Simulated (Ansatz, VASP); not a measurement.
## Two plane-wave programs on Ba

```
Ba
1.0
     3.91772    0.00000    0.00000
     0.00000    3.91772    0.00000
     0.00000    0.00000    3.91772
Ba
1
Direct
  0.00000 0.00000 0.00000
```

Alike in both runs: task single point; functional LDA; k mesh 12 × 12 × 12; occupations gaussian, width 0.15 eV; no spin polarisation.

|  | VASP | Ansatz |
| --- | --- | --- |
| version | VASP 6.6.1 | Ansatz 0.2.0 |
| potentials or method | VASP PAW LDA potentials, release 64 (Ba_sv), cutoff 520 eV | scalar-relativistic, plane waves, PAW |
| valence electrons in the cell | 10 | 10 |

Ansatz gave:

| Property | Result |
| --- | --- |
| gap on the k mesh at the Fermi level (eV) | none |
| pressure (GPa) | -1.2 |

Q: What did VASP give for the same quantities?

A: gap on the k mesh at the Fermi level (eV): none; pressure (GPa): -1.1.

LDA's correlation is that of Perdew and Zunger in VASP and of Perdew and Wang (1992) in Ansatz. A gap of «none» marks a metal or a gap that the smearing closes.

Neither program's run includes spin-orbit coupling.
